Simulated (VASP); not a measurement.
# Ge (Imma) in VASP: further runs

Runs on Ge. Level: LDA. Tasks: single point.

All numbers are computed with VASP 6.6.1; they aren't measurements. Logs are shortened: lines on timing, memory, paths and dates and some standing lists are left out, and cuts for length are marked.

## 1. The cell of the first run

Symmetry: Imma, No. 74, orthorhombic system. The conventional cell has a = 3.869 Å, b = 4.081 Å, c = 5.397 Å, α = 90.00°, β = 90.00°, γ = 90.00°. Ge (site symmetry mm2) has 4 Ge at 2.36 to 2.45 Å within 3.1 Å.

## 2. Single point, LDA (engineering shear strain xy -0.0533, normal strain along z -0.0400)

Input file INCAR:

```
PREC = Accurate ; ENCUT = 520
EDIFF = 1E-6 ; ISMEAR = 0
SIGMA = 0.15 ; LREAL = F
LASPH = T ; NELM = 60
ALGO = Normal ; ISIF = 2
LWAVE = F ; LCHARG = F
NBANDS = 21
```

Input file KPOINTS:

```
Automatic mesh
0
Gamma
  14 14 14
```

Input file POSCAR:

```
Ge
1.0
   -0.0749107924      2.8109115346      2.6984750732
    2.8109115346     -0.0749107924      2.6984750732
    2.7360007422      2.7360007422      0.0000000000
Ge
2
Direct
    0.5000000000      0.5000000000      0.5000000000
    0.7500000000      0.7500000000      0.7500000000
```

Potentials or basis: VASP PAW LDA potentials, release 64 (Ge_d).

Command:

```
$ cat potpaw_LDA.64/Ge_d/POTCAR > POTCAR
$ mpirun -np 1 vasp_std > vasp.out
```

OUTCAR:

```text
PREC = Accurate
   ENCUT = 520
   EDIFF = 1E-6
   ISMEAR = 0
   LREAL = F
   LASPH = T
   NELM = 60
   ISIF = 2

 ion  position               nearest neighbor table
   1  0.500  0.500  0.500-   2 2.36   2 2.36   2 2.45   2 2.45
   2  0.750  0.750  0.750-   1 2.36   1 2.36   1 2.45   1 2.45

  LATTYP: Found a body centered orthorhombic cell.
 ALAT       =     3.8692893563
 B/A-ratio  =     1.0547593363
 C/A-ratio  =     1.3948168900

  Lattice vectors:

 A1 = (   0.0749107924,  -2.8109115346,  -2.6984750732)
 A2 = (  -0.0749107924,   2.8109115346,  -2.6984750732)
 A3 = (   2.8109115346,  -0.0749107924,   2.6984750732)

Analysis of symmetry for initial positions (statically):
=====================================================================
 Subroutine PRICEL returns:
 Original cell was already a primitive cell.

 Routine SETGRP: Setting up the symmetry group for a
 body centered orthorhombic supercell.

 Subroutine GETGRP returns: Found  8 space group operations
 (whereof  4 operations were pure point group operations)
 out of a pool of  8 trial point group operations.

The static configuration has the point symmetry C_2v.
 The point group associated with its full space group is D_2h.

Analysis of symmetry for dynamics (positions and initial velocities):
=====================================================================
 Subroutine PRICEL returns:
 Original cell was already a primitive cell.

 Routine SETGRP: Setting up the symmetry group for a
 body centered orthorhombic supercell.

 Subroutine GETGRP returns: Found  8 space group operations
 (whereof  4 operations were pure point group operations)
 out of a pool of  8 trial point group operations.

The dynamic configuration has the point symmetry C_2v.
 The point group associated with its full space group is D_2h.

 Subroutine INISYM returns: Found  8 space group operations
 (whereof  4 operations are pure point group operations),
 and found     1 'primitive' translations

----------------------------------------------------------------------------------------

                                     Primitive cell

  volume of cell :      42.6122

  direct lattice vectors                    reciprocal lattice vectors
    -0.074910792  2.810911535  2.698475073    -0.173260840  0.173260840  0.185289835
     2.810911535 -0.074910792  2.698475073     0.173260840 -0.173260840  0.185289835
     2.736000742  2.736000742  0.000000000     0.182748488  0.182748488 -0.185289835

  length of vectors
     3.897255830  3.897255830  3.869289356     0.307198568  0.307198568  0.318003684

  position of ions in fractional coordinates (direct lattice)
     0.500000000  0.500000000  0.500000000
     0.750000000  0.750000000  0.750000000

  ion indices of the primitive-cell ions
   primitive index   ion index
                 1           1
                 2           2

----------------------------------------------------------------------------------------

 KPOINTS: Automatic mesh

Automatic generation of k-mesh.
 Grid dimensions read from file:
 generate k-points for:   14   14   14

 Generating k-lattice:

  Cartesian coordinates                     Fractional coordinates (reciprocal lattice)
    -0.012375774  0.012375774  0.013234988     0.071428571  0.000000000  0.000000000
     0.012375774 -0.012375774  0.013234988     0.000000000  0.071428571  0.000000000
     0.013053463  0.013053463 -0.013234988    -0.000000000 -0.000000000  0.071428571

  Length of vectors
     0.021942755  0.021942755  0.022714549

  Shift w.r.t. Gamma in fractional coordinates (k-lattice)
     0.000000000  0.000000000  0.000000000

 Subroutine IBZKPT returns following result:
 ===========================================

 Found    428 irreducible k-points:

 Following reciprocal coordinates:
            Coordinates               Weight
  0.000000  0.000000  0.000000      1.000000
  0.071429 -0.000000  0.000000      4.000000
  0.142857 -0.000000  0.000000      4.000000
  0.214286 -0.000000  0.000000      4.000000
  0.285714  0.000000  0.000000      4.000000
  0.357143 -0.000000  0.000000      4.000000
[... 16 lines left out ...]
  0.214286  0.142857  0.000000      4.000000
  0.285714  0.142857  0.000000      4.000000
 [... further k-points ...]
   k-points           NKPTS =    428   k-points in BZ     NKDIM =    428   number of bands    NBANDS=     21
   number of dos      NEDOS =    301   number of ions     NIONS =      2
   total plane-waves  NPLWV =  27000
   dimension x,y,z NGX =    30 NGY =   30 NGZ =   30
   dimension x,y,z NGXF=    60 NGYF=   60 NGZF=   60
   ions per type =               2
   NGX,Y,Z   is equivalent  to a cutoff of  12.80, 12.80, 12.89 a.u.
   NGXF,Y,Z  is equivalent  to a cutoff of  25.59, 25.59, 25.78 a.u.
 SYSTEM =  unknown system
   PREC   = accura    normal or accurate (medium, high low for compatibility)
   ISTART =      0    job   : 0-new  1-cont  2-samecut
   ICHARG =      2    charge: 1-file 2-atom 10-const
   ISPIN  =      1    spin polarized calculation?
   LNONCOLLINEAR =      F non collinear calculations
   LSORBIT =      F    spin-orbit coupling
   LASPH  =      T    aspherical Exc in radial PAW
   ENCUT  =  520.0 eV  38.22 Ry    6.18 a.u.   7.25  7.25  7.19*2*pi/ulx,y,z
   NELM   =     60;   NELMIN=  2; NELMDL= -5     # of ELM steps
   EDIFF  = 0.1E-05   stopping-criterion for ELM
   LREAL  =      F    real-space projection
   EDIFFG = 0.1E-04   stopping-criterion for IOM
   NSW    =      0    number of steps for IOM
   IBRION =     -1    ionic relax: 0-MD 1-quasi-New 2-CG
   NFREE  =      0    steps in history (QN), initial steepest desc. (CG)
   ISIF   =      2    stress and relaxation
   ISYM   =      2    0-nonsym 1-usesym 2-fastsym
   POTIM  = 0.5000    time-step for ionic-motion
   TEBEG  =    0.0;   TEEND  =   0.0 temperature during run
   PSTRESS=    0.0 pullay stress
   NELECT =      28.0000    total number of electrons
   NUPDOWN=      -1.0000    fix difference up-down
   EMIN   =  10.00;   EMAX   =-10.00  energy-range for DOS
   EFERMI =   0.00;   METHOD = LEGACY
   ISMEAR =     0;   SIGMA  =   0.15  broadening in eV -4-tet -1-fermi 0-gaus
   EFERMI_NEDOS =   21; number of points for ismear=-14 and -15
   IALGO  =     38    algorithm
   IMIX   =      4    mixing-type and parameters
     AMIX     =   0.40;   BMIX     =  1.00
     AMIX_MAG =   1.60;   BMIX_MAG =  1.00
  volume/ion in A,a.u.               =      21.31       143.78
  Fermi-wavevector in a.u.,A,eV,Ry     =   1.423255  2.689562 27.560714  2.025655
  Thomas-Fermi vector in A             =   2.543872
   LORBIT       =      0    0 simple, 1 ext, 2 COOP (PROOUT), +10 PAW based schemes
   GGA     = CA    functional components
   LHFCALC =     F    Hartree Fock is set to
   AEXX    =    0.0000 exact exchange contribution
   IVDW    =     0    specifies the selected vdW correction
   LEPSILON=     F    determine dielectric tensor
   LRPA    =     F    only Hartree local field effects (RPA)
 non-spin polarized calculation
 Gauss-broadening in eV      SIGMA  =   0.15
  energy-cutoff  :      520.00
  volume of cell :       42.61
 maximum number of plane-waves:      1160
 NGX is ok and might be reduce to    30
   NGX = 15   NGY = 15   NGZ = 15

 number of electron      28.0000012 magnetization

 Free energy of the ion-electron system (eV)
  ---------------------------------------------------
  ext. energy  EPLUGINS =         0.00000000
  ---------------------------------------------------
  free energy    TOTEN  =       -10.32494160 eV

  energy without entropy =      -10.32403873  energy(sigma->0) =      -10.32449017

 E-fermi :   5.3439     XC(G=0): -10.5795

 val. band max:        5.3025013099   @ k =   0.0714  -0.0000   0.0000
 cond. band min:       5.3459410398   @ k =   0.0000   0.0000   0.4286
 fundamental gap:      0.0434397299
 Fermi energy:         5.3438649742

 k-point     1 :       0.0000    0.0000    0.0000
  band No.  band energies     occupation
      1     -19.7369      2.00000
      2     -19.7162      2.00000
      3     -19.6685      2.00000
      4     -19.6676      2.00000
      5     -19.6636      2.00000
      6     -19.4552      2.00000
[... 13 lines left out ...]
     20      14.6623      0.00000
     21      15.4128      0.00000

 k-point     2 :       0.0714   -0.0000    0.0000
  band No.  band energies     occupation
      1     -19.7389      2.00000
      2     -19.7178      2.00000
      3     -19.6722      2.00000
      4     -19.6640      2.00000
      5     -19.6571      2.00000
      6     -19.4556      2.00000
[... 13 lines left out ...]
     20      14.3011      0.00000
     21      14.7291      0.00000

 k-point     3 :       0.1429   -0.0000    0.0000
  band No.  band energies     occupation
      1     -19.7432      2.00000
      2     -19.7217      2.00000
      3     -19.6744      2.00000
      4     -19.6550      2.00000
      5     -19.6480      2.00000
      6     -19.4565      2.00000
[... 13 lines left out ...]
     20      13.8927      0.00000
     21      14.1663      0.00000

 k-point     4 :       0.2143   -0.0000    0.0000
  band No.  band energies     occupation
      1     -19.7478      2.00000
      2     -19.7261      2.00000
      3     -19.6743      2.00000
      4     -19.6438      2.00000
      5     -19.6398      2.00000
      6     -19.4574      2.00000
[... 13 lines left out ...]
     20      13.8557      0.00000
     21      14.0766      0.00000

 k-point     5 :       0.2857    0.0000    0.0000
  band No.  band energies     occupation
      1     -19.7513      2.00000
      2     -19.7296      2.00000
      3     -19.6731      2.00000
      4     -19.6340      2.00000
      5     -19.6333      2.00000
      6     -19.4578      2.00000
[... 13 lines left out ...]
     20      14.1907      0.00000
     21      14.3087      0.00000
[... 382 lines left out ...]
     20      13.6836      0.00000
     21      14.1590      0.00000

 k-point    22 :       0.1429    0.1429    0.0000
  band No.  band energies     occupation
      1     -19.7421      2.00000
      2     -19.7194      2.00000
      3     -19.6785      2.00000
      4     -19.6534      2.00000
      5     -19.6369      2.00000
      6     -19.4542      2.00000
[... 13 lines left out ...]
     20      13.6105      0.00000
     21      15.0411      0.00000

 k-point    23 :       0.2143    0.1429    0.0000
  band No.  band energies     occupation
      1     -19.7452      2.00000
      2     -19.7202      2.00000
      3     -19.6816      2.00000
      4     -19.6446      2.00000
      5     -19.6255      2.00000
      6     -19.4680      2.00000
[... 13 lines left out ...]
     20      14.2861      0.00000
     21      15.1234      0.00000

 k-point    24 :       0.2857    0.1429    0.0000
  band No.  band energies     occupation
      1     -19.7488      2.00000
      2     -19.7238      2.00000
      3     -19.6798      2.00000
      4     -19.6338      2.00000
      5     -19.6165      2.00000
      6     -19.4778      2.00000
[... 13 lines left out ...]
     20      14.6579      0.00000
     21      15.4254      0.00000

 [... further k-points ...]

------------------------ aborting loop because EDIFF is reached ----------------------------------------

  FORCE on cell =-STRESS in cart. coord.  units (eV):
  Direction    XX          YY          ZZ          XY          YZ          ZX
  --------------------------------------------------------------------------------------
  -------------------------------------------------------------------------------------
  Total        0.7677743      0.7677743      1.4729929      1.3682306      0.0000000      0.0000000
  in kB       28.8675498     28.8675498     55.3830693     51.4441102      0.0000000      0.0000000
  external PRESSURE =      37.7060563 kB  Pullay stress =       0.0000000 kB

 VOLUME and BASIS-vectors are now :
 -----------------------------------------------------------------------------
  energy-cutoff  :      520.00
  volume of cell :       42.61
      direct lattice vectors                 reciprocal lattice vectors
    -0.074910792  2.810911535  2.698475073    -0.173260840  0.173260840  0.185289835
     2.810911535 -0.074910792  2.698475073     0.173260840 -0.173260840  0.185289835
     2.736000742  2.736000742  0.000000000     0.182748488  0.182748488 -0.185289835

 POSITION                                       TOTAL-FORCE (eV/Angst)
 -----------------------------------------------------------------------------------
      2.73600      2.73600      2.69848        -0.000000     -0.000000     -0.567926
      4.10400      4.10400      4.04771         0.000000      0.000000      0.567926
 -----------------------------------------------------------------------------------
    total drift:                                0.000000     -0.000000     -0.000000

  FREE ENERGIE OF THE ION-ELECTRON SYSTEM (eV)
  ---------------------------------------------------
  free  energy   TOTEN  =       -10.3249416048 eV

  energy  without entropy=      -10.3240387304  energy(sigma->0) =      -10.32449017
```

It took 7.6 min on 1 thread of Intel Xeon 8259CL, shared host; peak memory 0.38 GiB.

Results:

```yaml
Free_energy: -10.3249 eV
Pressure: 3.8 GPa
Largest_force: 0.568 eV/Å
Band_gap_on_the_k_mesh: zero (bands 14 and 15 overlap by 0.22 eV)
```

Forces on the atoms (eV/Å):
```
Ge   0.000  0.000 -0.568
Ge   0.000  0.000  0.568
```

Stress tensor (GPa, compression positive):
```
2.89 5.14 0.00
5.14 2.89 0.00
0.00 0.00 5.54
```

Levels at points of the mesh, in eV from the Fermi level:
| k point | band 11 | band 12 | band 13 | band 14 | band 15 | band 16 | band 17 | band 18 |
| --- | --- | --- | --- | --- | --- | --- | --- | --- |
| (0.00, 0.00, 0.00) | -13.30 | -0.13 | -0.08 | 0.17 | 0.28 | 2.21 | 2.55 | 3.05 |
| (0.50, 0.00, 0.00) | -11.23 | -7.86 | -1.57 | -1.15 | 0.48 | 3.72 | 3.94 | 7.14 |
| (0.50, 0.50, 0.00) | -9.33 | -8.75 | -3.76 | -3.22 | 0.06 | 0.69 | 9.84 | 10.03 |
| (0.00, 0.00, 0.50) | -10.87 | -8.03 | -1.79 | -1.50 | -0.05 | 3.30 | 4.12 | 6.91 |
| (0.50, 0.00, 0.50) | -9.24 | -9.24 | -3.19 | -3.19 | 0.70 | 0.70 | 9.56 | 9.56 |

Caveat: the cell differs from its parent crystal (engineering shear strain xy -0.0533, normal strain along z -0.0400); the cell stands under pressure; semilocal functionals underestimate gaps, and a narrow one can read as zero.

## 3. Single point, LDA (engineering shear strain xy -0.0800, normal strain along z -0.0267)

Input file INCAR:

```
PREC = Accurate
ENCUT = 520
EDIFF = 1E-7
ISMEAR = 0
SIGMA = 0.15
LREAL = False
LASPH = True
NELM = 100
ALGO = Normal
ISIF = 2
LWAVE = False
LCHARG = False
NBANDS = 21
```

KPOINTS is that of step 2.

Input file POSCAR:

```
Ge
1.0
   -0.1124364614      2.8109115346      2.7358601966
    2.8109115346     -0.1124364614      2.7358601966
    2.6984750732      2.6984750732      0.0000000000
Ge
2
Direct
    0.5000000000      0.5000000000      0.5000000000
    0.7500000000      0.7500000000      0.7500000000
```

Potentials or basis: VASP PAW LDA potentials, release 64 (Ge_d).

Command:

```
$ cat potpaw_LDA.64/Ge_d/POTCAR > POTCAR
$ mpirun -np 1 vasp_std > vasp.out
```

It took 7.7 min on 1 thread of Intel Xeon 8259CL, shared host; peak memory 0.38 GiB.

Results (log left out):

* Free energy: -10.2968 eV
* Pressure: 3.0 GPa
* Largest force: 0.810 eV/Å
* Band gap on the k mesh: zero (bands 14 and 15 overlap by 0.23 eV)

Forces on the atoms (eV/Å):
```
Ge   0.000  0.000 -0.810
Ge   0.000  0.000  0.810
```

Stress tensor (GPa, compression positive):
```
2.48 7.50 0.00
7.50 2.48 0.00
0.00 0.00 4.07
```

Levels at points of the mesh, in eV from the Fermi level:
```csv
k point,band 10,band 11,band 12,band 13,band 14,band 15,band 16,band 17,band 18,band 19
"(0.00, 0.00, 0.00)",-24.66,-13.16,-0.06,0.04,0.10,0.11,2.03,2.76,3.28,6.47
"(0.50, 0.00, 0.00)",-24.63,-11.22,-7.71,-1.36,-1.09,0.60,3.64,4.20,7.26,9.70
"(0.50, 0.50, 0.00)",-24.61,-9.43,-8.58,-3.72,-2.91,0.06,1.01,9.76,10.01,11.70
"(0.00, 0.00, 0.50)",-24.63,-10.67,-7.97,-1.70,-1.58,-0.13,3.25,4.16,6.89,10.50
"(0.50, 0.00, 0.50)",-24.63,-9.12,-9.12,-3.13,-3.13,0.72,0.72,9.35,9.35,12.22
```

Caveat: the cell differs from its parent crystal (engineering shear strain xy -0.0800, normal strain along z -0.0267); the cell stands under pressure; semilocal functionals underestimate gaps, and a narrow one can read as zero.

The gap in the log of VASP goes by the Fermi energy; the results here count the filled bands.